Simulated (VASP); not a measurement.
A run of VASP 6.6.1:

File INCAR:

```
SYSTEM = Mg
ALGO = Normal
EDIFF = 1E-7
ENCUT = 520
GGA = PE
ISIF = 2
ISMEAR = -1
LASPH = .True.
LCHARG = .True.
LELF = .True.
LREAL = .False.
LVHAR = .True.
LWAVE = .False.
NBANDS = 7
NELM = 100
PREC = Accurate
SIGMA = 0.1
```

Contents of KPOINTS:

```
k-points
0
Gamma
  14 14 14
  0 0 0
```

Contents of POSCAR:

```
Mg
1.0
    0.0000000000      2.2002998072      2.2002998072
    2.2002998072      0.0000000000      2.2002998072
    2.2002998072      2.2002998072      0.0000000000
Mg
1
Direct
    0.0000000000      0.0000000000      0.0000000000
```

Potentials or basis: VASP PAW PBE potentials, release 64 (Mg).

The run is started by

```sh
$ cat potpaw_PBE.64/Mg/POTCAR > POTCAR
$ mpirun -np 1 vasp_std > vasp.out
```

Hardware: 1 thread of Intel(R) Xeon(R) Platinum 8488C (Sapphire Rapids) (shared host).

Estimate the wall time of this run.

Wall time 6.2 s on 1 thread of Intel(R) Xeon(R) Platinum 8488C (Sapphire Rapids) (shared host), peak memory 0.14 GiB. Counts: scf iterations 11, k points 104.
